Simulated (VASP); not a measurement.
Tl: electric field gradients with PBEsol

Crystal: Tl.

```
Tl
1.0
     0.00000    3.40172    3.40172
     3.40172    0.00000    3.40172
     3.40172    3.40172    0.00000
Tl
2
Direct
  0.74000 0.92000 0.92000
  0.26000 0.08000 0.08000
```

This cell differs from its parent crystal: shortest bond scaled by 0.64.

```yaml
Program: VASP 6.6.1
Task: electric field gradients
Functional: PBEsol
Potentials_or_basis: VASP PAW PBE potentials, release 64 (Tl_d)
Cutoff: 520 eV
k_mesh: 8 × 8 × 8
Occupations: fermi-dirac, width 0.05 eV
Spin: no spin polarisation
Dipole_correction: no
Further_INCAR_settings: ALGO = Normal; EDIFF = 1e-08; NBANDS = 20
```

```yaml
Pressure: 48.1 GPa
Largest_force: 41.258 eV/Å
Band_gap_on_the_k_mesh: zero (band 13 reaches 5.47 eV, above the bottom of band 14 at 2.77 eV)
```

Forces in eV/Å, atoms in the order of the input:
```
Tl  -23.820  23.820  23.820
Tl   23.820 -23.820 -23.820
```

Stress tensor (GPa, compression positive):
```
 48.14 -52.08 -52.08
-52.08  48.14  52.08
-52.08  52.08  48.14
```

Levels at points of the mesh, in eV from the Fermi level:
```
           k point  band 10  band 11  band 12  band 13  band 14  band 15  band 16  band 17
(0.00, 0.00, 0.00)   -10.46    -9.60     0.05     1.02     2.32     2.32     4.59     4.59
(0.50, 0.00, 0.00)   -10.31    -8.20    -5.35     0.63     0.63     2.87     5.92     5.92
(0.00, 0.50, 0.00)   -10.37    -8.69    -3.57     0.36     0.99     2.39     3.33     5.99
(0.50, 0.50, 0.00)   -10.31    -8.22    -4.29    -0.50     0.66     0.67     3.18     8.76
```

Electric field gradients, principal values (V/Å²):
```
atom    least   middle  greatest (by size)
1 Tl  433.225  433.226            -866.451
2 Tl  433.225  433.226            -866.451
```

Wall time 28 s on 1 thread of Intel(R) Xeon(R) 6975P-C (Granite Rapids), on a shared host, peak memory 0.24 GiB.

Caveat: the cell differs from its parent crystal (shortest bond scaled by 0.64); without QUAD_EFG the Cq values of the log hold for a quadrupole moment of 1 mb, not for the nuclei; the PAW data sets were made with another functional, which shifts forces and pressure a little; spin-orbit coupling is left out, which moves the levels of the heavy elements.
